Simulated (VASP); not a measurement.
A run of VASP 6.6.1 is set up as follows.

Contents of INCAR:

```
SYSTEM = HC18F
PREC = Accurate
ENCUT = 520
EDIFF = 1E-7
ISMEAR = 0
SIGMA = 0.02
LREAL = Auto
LASPH = .True.
NELM = 80
ALGO = Normal
ISIF = 2
LWAVE = .False.
LCHARG = .False.
GGA = PE
NBANDS = 56
```

File KPOINTS:

```
regular mesh
0
Gamma
  2 2 1
  0 0 0
```

File POSCAR:

```
HC18F
1.0
    7.3980000000      0.0000000000      0.0000000000
   -3.6990000000      6.4068560000      0.0000000000
    0.0000000000      0.0000000000     11.0000000000
C F H
18 1 1
Direct
    0.0009480131      0.0114310358      0.0854648182
    0.2232083726      0.1225554312      0.0843647273
    0.0020967364      0.3460236971      0.0863740000
    0.2232803285      0.4570069938      0.0801610000
    0.0014688842      0.6780907827      0.0851196364
    0.2237558308      0.7889058221      0.0825170000
    0.3347233775      0.0107533243      0.0871136364
    0.5545485912      0.1188787449      0.0943187273
    0.3342158961      0.3455899430      0.0803325455
    0.5526043820      0.4574153064      0.0849852727
    0.3345240396      0.6785549730      0.0811010909
    0.5555415288      0.7903033875      0.0832068182
    0.6666430972      0.0110380193      0.0884908182
    0.8902964937      0.1229901218      0.0881066364
    0.6672625567      0.3465326831      0.1122635455
    0.8944997333      0.4587507508      0.0911023636
    0.6665307594      0.6791385666      0.0922242727
    0.8899586671      0.7893014920      0.0867350000
    0.6432547214      0.6476413704      0.2801962727
    0.6637034129      0.3767996346      0.2143067273
```

Potentials or basis: VASP PAW PBE potentials, release 64 (C, F, H).

The run is started by

```sh
$ cat potpaw_PBE.64/C/POTCAR potpaw_PBE.64/F/POTCAR potpaw_PBE.64/H/POTCAR > POTCAR
$ mpirun -np 1 vasp_std > vasp.out
```

(1) What does it give for the largest force?

(2) What does it give for the band gap on the k mesh?

Answers

(1) 0.305 eV/Å.

(2) 0.01 eV.

Caveat: the k points lie up to 0.49 Å⁻¹ apart.
